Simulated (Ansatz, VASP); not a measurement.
Ba in VASP and in Ansatz

```
Ba
1.0
    -2.38070    2.38070    2.38070
     2.38070   -2.38070    2.38070
     2.38070    2.38070   -2.38070
Ba
1
Direct
  0.00000 0.00000 0.00000
```

Alike in both runs: functional LDA; k mesh 14 × 14 × 14; occupations fermi-dirac, width 0.05 eV; no spin polarisation.

Ansatz relaxed the structure, and its values are those at the end. VASP's run is a single point on that final structure, the one shown.

```csv
,VASP,Ansatz
version,VASP 6.6.1,Ansatz 0.2.0
potentials or method,"VASP PAW LDA potentials, release 64 (Ba_sv)","PAW with Ansatz's default frozen-core files, scalar-relativistic"
plane-wave cutoff (eV),520,420
valence electrons in the cell,10,10
```

```tsv
	VASP	Ansatz	Ansatz less VASP
pressure (GPa)	0.1	0.0	-0.09
```

LDA's correlation is that of Perdew and Zunger in VASP and of Perdew and Wang (1992) in Ansatz.

Spin-orbit coupling is off throughout.
